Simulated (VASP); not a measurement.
# KBr (P4/mmm) in VASP: further runs

Runs on KBr. Level: PBE. Tasks: single point.

Program: VASP 6.6.1. These are calculated values, not measurements. Logs are shortened: lines on timing, memory, paths and dates and some standing lists are left out, and cuts for length are marked.

## 1. The cell of the first run

It takes space group P4/mmm (No. 123, tetragonal). Conventional cell: a = 4.043 Å, b = 4.043 Å, c = 3.922 Å, α = 90.00°, β = 90.00°, γ = 90.00°. Within 4.6 Å of K (site symmetry 4/mmm) lie 8 Br at 3.47 Å and 6 K at 3.92 to 4.04 Å. Br (site symmetry 4/mmm) has 8 K at 3.47 Å and 6 Br at 3.92 to 4.04 Å within 4.6 Å.

## 2. Single point, PBE (strain -0.0300 x Voigt [0, 0, 1, 0, 0, 0])

INCAR reads:

```
PREC = Accurate ; ENCUT = 520
EDIFF = 1E-6 ; ISMEAR = 0
SIGMA = 0.05 ; LREAL = F
LASPH = T ; NELM = 100
ALGO = Normal ; ISIF = 2
LWAVE = F ; LCHARG = F
GGA = PE ; NBANDS = 15
```

KPOINTS reads:

```
regular mesh
0
Gamma
  6 6 6
```

POSCAR reads:

```
KBr
1.0
    4.0434990000      0.0000000000      0.0000000000
    0.0000000000      4.0434990000      0.0000000000
    0.0000000000      0.0000000000      3.9221940300
K Br
1 1
Direct
    0.0000000000      0.0000000000      0.0000000000
    0.5000000000      0.5000000000      0.5000000000
```

Potentials or basis: VASP PAW PBE potentials, release 64 (K_sv, Br).

Launch:

```console
cat potpaw_PBE.64/K_sv/POTCAR potpaw_PBE.64/Br/POTCAR > POTCAR
mpirun -np 1 vasp_std > vasp.out
```

OUTCAR:

```text
PREC = Accurate
   ENCUT = 520
   EDIFF = 1E-6
   ISMEAR = 0
   LREAL = F
   LASPH = T
   NELM = 100
   ISIF = 2
   GGA = PE

 ion  position               nearest neighbor table
   1  0.000  0.000  0.000-
   2  0.500  0.500  0.500-

  LATTYP: Found a simple tetragonal cell.
 ALAT       =     4.0434990000
 C/A-ratio  =     0.9700000000

  Lattice vectors:

 A1 = (   4.0434990000,   0.0000000000,   0.0000000000)
 A2 = (   0.0000000000,   4.0434990000,   0.0000000000)
 A3 = (   0.0000000000,   0.0000000000,   3.9221940300)

Analysis of symmetry for initial positions (statically):
=====================================================================
 Subroutine PRICEL returns:
 Original cell was already a primitive cell.

 Routine SETGRP: Setting up the symmetry group for a
 simple tetragonal supercell.

 Subroutine GETGRP returns: Found 16 space group operations
 (whereof 16 operations were pure point group operations)
 out of a pool of 16 trial point group operations.

The static configuration has the point symmetry D_4h.

Analysis of symmetry for dynamics (positions and initial velocities):
=====================================================================
 Subroutine PRICEL returns:
 Original cell was already a primitive cell.

 Routine SETGRP: Setting up the symmetry group for a
 simple tetragonal supercell.

 Subroutine GETGRP returns: Found 16 space group operations
 (whereof 16 operations were pure point group operations)
 out of a pool of 16 trial point group operations.

The dynamic configuration has the point symmetry D_4h.

 Subroutine INISYM returns: Found 16 space group operations
 (whereof 16 operations are pure point group operations),
 and found     1 'primitive' translations

----------------------------------------------------------------------------------------

                                     Primitive cell

  volume of cell :      64.1274

  direct lattice vectors                    reciprocal lattice vectors
     4.043499000  0.000000000  0.000000000     0.247310559  0.000000000  0.000000000
     0.000000000  4.043499000  0.000000000     0.000000000  0.247310559  0.000000000
     0.000000000  0.000000000  3.922194030     0.000000000  0.000000000  0.254959340

  length of vectors
     4.043499000  4.043499000  3.922194030     0.247310559  0.247310559  0.254959340

[... 80 lines left out ...]
   EDIFF  = 0.1E-05   stopping-criterion for ELM
   LREAL  =      F    real-space projection
[... 7 lines left out ...]
   TEBEG  =    0.0;   TEEND  =   0.0 temperature during run
   PSTRESS=    0.0 pullay stress
   NELECT =      16.0000    total number of electrons
   NUPDOWN=      -1.0000    fix difference up-down
   EMIN   =  10.00;   EMAX   =-10.00  energy-range for DOS
   EFERMI =   0.00;   METHOD = LEGACY
   ISMEAR =     0;   SIGMA  =   0.05  broadening in eV -4-tet -1-fermi 0-gaus
   EFERMI_NEDOS =   21; number of points for ismear=-14 and -15
   IALGO  =     38    algorithm
   IMIX   =      4    mixing-type and parameters
     AMIX     =   0.40;   BMIX     =  1.00
     AMIX_MAG =   1.60;   BMIX_MAG =  1.00
  volume/ion in A,a.u.               =      32.06       216.38
  Fermi-wavevector in a.u.,A,eV,Ry     =   1.030624  1.947597 14.451915  1.062186
  Thomas-Fermi vector in A             =   2.164731
   LORBIT       =      0    0 simple, 1 ext, 2 COOP (PROOUT), +10 PAW based schemes
   GGA     = PE    functional components
   LHFCALC =     F    Hartree Fock is set to
   AEXX    =    0.0000 exact exchange contribution
   IVDW    =     0    specifies the selected vdW correction
   LEPSILON=     F    determine dielectric tensor
   LRPA    =     F    only Hartree local field effects (RPA)
 non-spin polarized calculation
 Gauss-broadening in eV      SIGMA  =   0.05
  energy-cutoff  :      520.00
  volume of cell :       64.13
 maximum number of plane-waves:      1756
   NGX = 15   NGY = 15   NGZ = 15

 number of electron      16.0000000 magnetization

 Free energy of the ion-electron system (eV)
  ---------------------------------------------------
  ext. energy  EPLUGINS =         0.00000000
  ---------------------------------------------------
  free energy    TOTEN  =        -6.07067656 eV

  energy without entropy =       -6.07067656  energy(sigma->0) =       -6.07067656

 E-fermi :  -0.2307     XC(G=0):  -7.9527

 val. band max:       -0.5047250780   @ k =   0.5000   0.5000   0.0000
 cond. band min:       3.3390778415   @ k =   0.0000   0.0000   0.0000
 fundamental gap:      3.8438029195
 Fermi energy:        -0.2306678475

 k-point     1 :       0.0000    0.0000    0.0000
  band No.  band energies     occupation
      1     -29.2399      2.00000
      2     -13.4457      2.00000
      3     -12.6639      2.00000
      4     -12.6639      2.00000
      5     -12.6567      2.00000
      6      -0.9394      2.00000
      7      -0.9394      2.00000
      8      -0.7492      2.00000
      9       3.3391      0.00000
     10       5.1418      0.00000
     11       5.2798      0.00000
     12       8.9748      0.00000
     13       9.1801      0.00000
     14       9.1801      0.00000
[... 401 lines left out ...]
      2     -13.3380      2.00000
      3     -12.7956      2.00000
      4     -12.6576      2.00000
      5     -12.6281      2.00000
      6      -2.1785      2.00000
      7      -1.8040      2.00000
      8      -0.7279      2.00000
      9       5.1358      0.00000
     10       5.9670      0.00000
     11       7.6291      0.00000
     12       7.7815      0.00000
     13       8.4065      0.00000
     14       9.5067      0.00000
     15      10.2962      0.00000

 [... further k-points ...]

------------------------ aborting loop because EDIFF is reached ----------------------------------------

  FORCE on cell =-STRESS in cart. coord.  units (eV):
  Direction    XX          YY          ZZ          XY          YZ          ZX
  --------------------------------------------------------------------------------------
  -------------------------------------------------------------------------------------
  Total        0.0346626      0.0346626      0.4898609      0.0000000      0.0000000      0.0000000
  in kB        0.8660206      0.8660206     12.2388223      0.0000000      0.0000000      0.0000000
  external PRESSURE =       4.6569545 kB  Pullay stress =       0.0000000 kB

 VOLUME and BASIS-vectors are now :
 -----------------------------------------------------------------------------
  energy-cutoff  :      520.00
  volume of cell :       64.13
      direct lattice vectors                 reciprocal lattice vectors
     4.043499000  0.000000000  0.000000000     0.247310559  0.000000000  0.000000000
     0.000000000  4.043499000  0.000000000     0.000000000  0.247310559  0.000000000
     0.000000000  0.000000000  3.922194030     0.000000000  0.000000000  0.254959340

 POSITION                                       TOTAL-FORCE (eV/Angst)
 -----------------------------------------------------------------------------------
      0.00000      0.00000      0.00000         0.000000      0.000000      0.000000
      2.02175      2.02175      1.96110         0.000000      0.000000      0.000000
 -----------------------------------------------------------------------------------
    total drift:                                0.000000      0.000000     -0.000000

  FREE ENERGIE OF THE ION-ELECTRON SYSTEM (eV)
  ---------------------------------------------------
  free  energy   TOTEN  =        -6.0706765571 eV

  energy  without entropy=       -6.0706765571  energy(sigma->0) =       -6.07067656
```

stdout:

```text
POSCAR found type information on POSCAR K Br
 POSCAR found :  2 types and       2 ions
 scaLAPACK will be used
 LDA part: xc-table for (Slater+PW92), standard interpolation
 POSCAR, INCAR and KPOINTS ok, starting setup
 FFT: planning ... GRIDC
 FFT: planning ... GRID_SOFT
 FFT: planning ... GRID
 WAVECAR not read
 entering main loop
```

Wall time 14 s (1 thread of Intel Xeon 6975P-C (Granite Rapids), shared host); peak memory 0.18 GiB.

Results:

```
Free energy            : -6.0707 eV
Pressure               : 0.5 GPa
Band gap on the k mesh : 3.84 eV, indirect (least direct gap 4.09 eV)
```

Levels at points of the mesh, in eV from the valence-band top:
| k point | band 4 | band 5 | band 6 | band 7 | band 8 | band 9 | band 10 | band 11 | band 12 | band 13 |
| --- | --- | --- | --- | --- | --- | --- | --- | --- | --- | --- |
| (0.00, 0.00, 0.00) | -12.16 | -12.15 | -0.43 | -0.43 | -0.24 | 3.84 | 5.65 | 5.78 | 9.48 | 9.68 |
| (0.50, 0.00, 0.00) | -12.13 | -11.94 | -2.13 | -0.43 | -0.23 | 6.49 | 7.03 | 7.67 | 8.84 | 9.69 |
| (0.50, 0.50, 0.00) | -12.30 | -12.12 | -1.55 | -1.55 | 0.00 | 5.07 | 6.57 | 8.14 | 8.14 | 10.37 |
| (0.00, 0.00, 0.50) | -12.13 | -11.97 | -2.15 | -0.39 | -0.39 | 6.49 | 7.12 | 7.82 | 8.78 | 9.52 |
| (0.50, 0.00, 0.50) | -12.30 | -12.12 | -1.59 | -1.50 | -0.15 | 5.15 | 6.35 | 7.83 | 7.91 | 10.31 |
| (0.50, 0.50, 0.50) | -12.26 | -12.26 | -1.64 | -1.57 | -1.57 | 7.34 | 7.34 | 7.41 | 9.32 | 9.32 |

Caveat: the cell differs from its parent crystal (strain -0.0300 x Voigt [0, 0, 1, 0, 0, 0]).

## 3. Single point, PBE (strain -0.0450 x Voigt [0, 0, 1, 0, 0, 0])

INCAR reads:

```
PREC     = Accurate       # precision mode
ENCUT    = 520            # plane-wave cutoff, eV
EDIFF    = 1E-7           # SCF threshold, eV
ISMEAR   = 0              # smearing method
SIGMA    = 0.05           # smearing width, eV
LREAL    = False          # projectors in reciprocal space
LASPH    = True           # aspherical terms in the spheres
NELM     = 60             # most SCF steps
ALGO     = Normal         # electronic algorithm
ISIF     = 2              # what is computed and relaxed
LWAVE    = False          # write WAVECAR
LCHARG   = False          # write CHGCAR
GGA      = PE             # functional
NBANDS   = 15             # bands
```

KPOINTS is that of step 2.

POSCAR, as its differences from that of step 2:

```diff
@@ -4,3 +4,3 @@
     0.0000000000      4.0434990000      0.0000000000
-    0.0000000000      0.0000000000      3.9221940300
+    0.0000000000      0.0000000000      3.8615415450
 K Br
```

Potentials or basis: VASP PAW PBE potentials, release 64 (K_sv, Br).

Launch:

```console
cat potpaw_PBE.64/K_sv/POTCAR potpaw_PBE.64/Br/POTCAR > POTCAR
mpirun -np 1 vasp_std > vasp.out
```

It took 18 s on 1 thread of Intel Xeon 6975P-C (Granite Rapids), shared host; peak memory 0.18 GiB.

Results (log left out):

```
Free energy            : -6.0606 eV
Pressure               : 0.8 GPa
Band gap on the k mesh : 3.82 eV, indirect (least direct gap 4.06 eV)
```

Stress tensor (GPa, compression positive):
```
0.20 0.00 0.00
0.00 0.20 0.00
0.00 0.00 1.97
```

Levels at points of the mesh, in eV from the valence-band top:
```tsv
k point	band 6	band 7	band 8	band 9	band 10	band 11
(0.00, 0.00, 0.00)	-0.53	-0.53	-0.24	3.82	5.53	5.75
(0.50, 0.00, 0.00)	-2.24	-0.54	-0.22	6.48	6.93	7.69
(0.50, 0.50, 0.00)	-1.65	-1.65	0.00	4.98	6.60	8.19
(0.00, 0.00, 0.50)	-2.26	-0.47	-0.47	6.49	7.08	7.89
(0.50, 0.00, 0.50)	-1.70	-1.57	-0.23	5.11	6.25	7.70
(0.50, 0.50, 0.50)	-1.77	-1.66	-1.66	7.30	7.30	7.42
```

Caveat: the cell differs from its parent crystal (strain -0.0450 x Voigt [0, 0, 1, 0, 0, 0]).

## 4. Single point, PBE (strain -0.0150 x Voigt [0, 0, 1, 0, 0, 0])

INCAR reads:

```
SYSTEM = KBr
PREC = Accurate
ENCUT = 520
EDIFF = 1E-6
ISMEAR = 0
SIGMA = 0.05
LREAL = .FALSE.
LASPH = .TRUE.
NELM = 100
ALGO = Normal
ISIF = 2
LWAVE = .FALSE.
LCHARG = .TRUE.
GGA = PE
LELF = .TRUE.
LVHAR = .TRUE.
NBANDS = 15
```

KPOINTS reads:

```
Automatic mesh
0
G
  6 6 6
  0 0 0
```

POSCAR, as its differences from that of step 3:

```diff
@@ -4,3 +4,3 @@
     0.0000000000      4.0434990000      0.0000000000
-    0.0000000000      0.0000000000      3.8615415450
+    0.0000000000      0.0000000000      3.9828465150
 K Br
```

Launch:

```console
cat potpaw_PBE.64/K_sv/POTCAR potpaw_PBE.64/Br/POTCAR > POTCAR
mpirun -np 1 vasp_std > vasp.out
```

Run time: 14 s. Hardware: 1 thread of Intel Xeon 6975P-C (Granite Rapids), shared host; peak memory 0.18 GiB.

Results (log left out):

| Item | Value |
| --- | --- |
| Free energy | -6.0765 eV |
| Pressure | 0.2 GPa |
| Band gap on the k mesh | 3.86 eV, indirect (least direct gap 4.11 eV) |

Stress tensor (GPa, compression positive):
```
0.05 0.00 0.00
0.00 0.05 0.00
0.00 0.00 0.60
```

Levels at points of the mesh, in eV from the valence-band top:
```
           k point  band 5  band 6  band 7  band 8  band 9  band 10  band 11  band 12
(0.00, 0.00, 0.00)  -12.12   -0.34   -0.34   -0.25    3.86     5.76     5.82     9.57
(0.50, 0.00, 0.00)  -11.91   -2.03   -0.33   -0.23    6.49     7.11     7.66     8.88
(0.50, 0.50, 0.00)  -12.09   -1.46   -1.46    0.00    5.15     6.54     8.10     8.10
(0.00, 0.00, 0.50)  -11.93   -2.04   -0.31   -0.31    6.49     7.15     7.74     8.85
(0.50, 0.00, 0.50)  -12.09   -1.48   -1.44   -0.07    5.19     6.43     7.94     7.99
(0.50, 0.50, 0.50)  -12.23   -1.52   -1.49   -1.49    7.38     7.38     7.41     9.36
```

Caveat: the cell differs from its parent crystal (strain -0.0150 x Voigt [0, 0, 1, 0, 0, 0]). A k mesh can miss the band edges.

## 5. Single point, PBE (strain +0.0150 x Voigt [0, 0, 1, 0, 0, 0])

INCAR reads:

```
PREC = Accurate ; ENCUT = 520
EDIFF = 1E-7 ; ISMEAR = 0
SIGMA = 0.05 ; LREAL = False
LASPH = True ; NELM = 100
ALGO = Normal ; ISIF = 2
LWAVE = False ; LCHARG = True
GGA = PE ; LELF = True
LVHAR = True ; NBANDS = 15
```

KPOINTS reads:

```
Automatic mesh
0
Gamma
  6 6 6
```

POSCAR, as its differences from that of step 4:

```diff
@@ -4,3 +4,3 @@
     0.0000000000      4.0434990000      0.0000000000
-    0.0000000000      0.0000000000      3.9828465150
+    0.0000000000      0.0000000000      4.1041514850
 K Br
```

Launch:

```console
cat potpaw_PBE.64/K_sv/POTCAR potpaw_PBE.64/Br/POTCAR > POTCAR
mpirun -np 1 vasp_std > vasp.out
```

It took 16 s on 1 thread of Intel Xeon 6975P-C (Granite Rapids), shared host; peak memory 0.19 GiB.

The run converged. Its results:

```
Free energy            : -6.0765 eV
Pressure               : -0.2 GPa
Band gap on the k mesh : 3.79 eV, indirect (least direct gap 4.04 eV)
```

Stress tensor (GPa, compression positive):
```
-0.07  0.00  0.00
 0.00 -0.07  0.00
 0.00  0.00 -0.59
```

Levels at points of the mesh, in eV from the valence-band top:
```csv
k point,band 5,band 6,band 7,band 8,band 9,band 10,band 11,band 12
"(0.00, 0.00, 0.00)",-12.14,-0.34,-0.25,-0.25,3.79,5.82,5.88,9.57
"(0.50, 0.00, 0.00)",-11.94,-1.92,-0.30,-0.21,6.40,7.15,7.59,8.88
"(0.50, 0.50, 0.00)",-12.11,-1.37,-1.37,-0.07,5.23,6.39,7.93,7.93
"(0.00, 0.00, 0.50)",-11.93,-1.92,-0.23,-0.23,6.41,7.13,7.49,8.90
"(0.50, 0.00, 0.50)",-12.11,-1.40,-1.36,0.00,5.18,6.50,8.04,8.08
"(0.50, 0.50, 0.50)",-12.23,-1.41,-1.41,-1.38,7.33,7.36,7.36,9.22
```

Caveat: the cell differs from its parent crystal (strain +0.0150 x Voigt [0, 0, 1, 0, 0, 0]).

(Part 1 of 2 ends here.)
